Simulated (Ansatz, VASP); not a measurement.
One calculation of N, two programs

```
CELL_PARAMETERS angstrom
4.08406 0.00000 0.00000
0.00000 4.08406 0.00000
0.00000 0.00000 5.34591
ATOMIC_POSITIONS crystal
N 0.40428 0.59572 0.50000
N 0.09572 0.09572 0.00000
N 0.59572 0.40428 0.50000
N 0.90428 0.90428 0.00000
```

Alike in both runs: functional PBE0; k mesh 4 × 4 × 3; occupations fermi-dirac, width 0.05 eV; no spin polarisation.

```csv
,VASP,Ansatz
version,VASP 6.6.1,Ansatz 0.2.0
potentials or method,"VASP PAW PBE potentials, release 64 (N)",Ansatz PAW
plane-wave cutoff (eV),520,420
valence electrons in the cell,20,20
task,single point,projected density of states
```

|  | VASP | Ansatz | Ansatz less VASP |
| --- | --- | --- | --- |
| gap on the k mesh at the Fermi level (eV) | 9.97 | 10.03 | +0.056 |
| least direct gap on the mesh (eV) | 10.18 | 10.24 | +0.058 |
| pressure (GPa) | -0.6 | -3.0 | -2.33 |
| traceless stress, the component that is largest in VASP (GPa) | 0.88 | 3.45 | +2.575 |
| rms of the force components (eV/Å) | 0.367 | 1.510 | +1.1438 |

Atom by atom the forces differ by 1.144 eV/Å (rms over components). One of these differences is far larger than is usual between the two programs; its cause wasn't traced. With one functional, cell and mesh, what is left measures potentials, basis and numerics.

Noted on VASP's run: the standard files for N, O and F lose accuracy on very short bonds. Noted on Ansatz's run: odd divisions of the mesh miss points on the zone boundary, where band edges often lie, so the gap on the mesh can be too wide.
